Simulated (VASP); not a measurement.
Set up this calculation in VASP 6.6.1, as the native input.

| Item | Value |
| --- | --- |
| Task | single point |
| Functional | PBE |
| Potentials or basis | VASP PAW PBE potentials, release 64 (Ta_pv, Te) |
| Cutoff | 520 eV |
| k mesh | 10 × 10 × 10 |
| Occupations | gaussian, width 0.05 eV |
| Spin | collinear spin |
| Starting moments | [0.13, 0.0] μB |
| Dipole correction | no |
| Further INCAR settings | ALGO = Normal; EDIFF = 1e-06; NBANDS = 20 |

The structure of TaTe lies in POSCAR:

```
TaTe
1.0
    0.0000000000      2.8288329135      2.8288329135
    2.8288329135      0.0000000000      2.8288329135
    2.8288329135      2.8288329135      0.0000000000
Ta Te
1 1
Direct
    0.5000000000      0.5000000000      0.5000000000
    0.0000000000      0.0000000000      0.0000000000
```

The input as run:

INCAR

```
ALGO = Normal
EDIFF = 1E-6
ENCUT = 520
GGA = PE
ISIF = 2
ISMEAR = 0
ISPIN = 2
LASPH = T
LCHARG = T
LELF = T
LMAXMIX = 4
LORBIT = 11
LREAL = F
LVHAR = T
LWAVE = F
MAGMOM = 0.13 0
NBANDS = 20
NELM = 150
PREC = Accurate
SIGMA = 0.05
```

KPOINTS

```
k-points
0
Gamma
  10 10 10
```

Potentials or basis: VASP PAW PBE potentials, release 64 (Ta_pv, Te).

The run is started by

```console
$ cat potpaw_PBE.64/Ta_pv/POTCAR potpaw_PBE.64/Te/POTCAR > POTCAR
$ mpirun -np 1 vasp_std > vasp.out
```

It gave:

The pressure is 2.3 GPa, the net moment is 0.13 μB per cell and the site moments are Ta +0.09; Te +0.00 μB. The valence electrons inside the program's atomic spheres are Ta 8.79; Te 3.51.

Run time: 91 s on 1 thread of AMD EPYC 9R45 96-Core Processor (Zen 5), with other jobs on the host, peak memory 0.2 GiB.
